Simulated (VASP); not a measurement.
# NiO: single point with PBE

The system is NiO.

```xyz
2
Lattice="0.0000 2.0893 2.0893 2.0893 0.0000 2.0893 2.0893 2.0893 0.0000" Properties=species:S:1:pos:R:3 pbc="T T T"
O     2.0893    2.0893    2.0893
Ni    0.0000    0.0000    0.0000
```

| Property | Result |
| --- | --- |
| Program | VASP 6.6.1 |
| Task | single point |
| Functional | PBE |
| Potentials or basis | VASP PAW PBE potentials, release 64 (O, Ni) |
| Cutoff | 520 eV |
| k mesh | 4 × 4 × 4 |
| Occupations | fermi-dirac, width 0.03 eV |
| Spin | no spin polarisation |
| Dipole correction | no |
| Further INCAR settings | ALGO = Normal; EDIFF = 1e-06; NBANDS = 15 |

```yaml
Pressure: 0.7 GPa
Band_gap_on_the_k_mesh: zero (band 8 reaches 9.13 eV, above the bottom of band 9 at 6.32 eV)
```

Levels at points of the mesh, in eV from the Fermi level:
| k point | band 4 | band 5 | band 6 | band 7 | band 8 | band 9 | band 10 | band 11 | band 12 | band 13 |
| --- | --- | --- | --- | --- | --- | --- | --- | --- | --- | --- |
| (0.00, 0.00, 0.00) | -3.21 | -1.96 | -1.96 | -1.96 | -1.64 | -1.64 | 1.52 | 17.73 | 18.99 | 18.99 |
| (0.50, 0.00, 0.00) | -5.51 | -1.14 | -1.14 | -0.77 | 1.17 | 1.17 | 5.56 | 9.94 | 14.09 | 14.09 |
| (0.50, 0.50, 0.00) | -4.48 | -2.93 | -1.25 | -0.88 | -0.88 | -0.73 | 6.32 | 10.44 | 12.36 | 16.61 |

It took 5.9 s on 1 thread of AMD EPYC 7R43 64-Core Processor (Zen 3) (shared host), peak memory 0.1 GiB.

Caveat: the k points lie up to 0.65 Å⁻¹ apart; the run has no spin polarisation, though such a crystal can be magnetic; semilocal functionals often make such compounds metallic where correlation or magnetic order opens a gap, which also shifts bond lengths. Spin polarisation is off, so any magnetic state and its effect on volume and gap are missing.
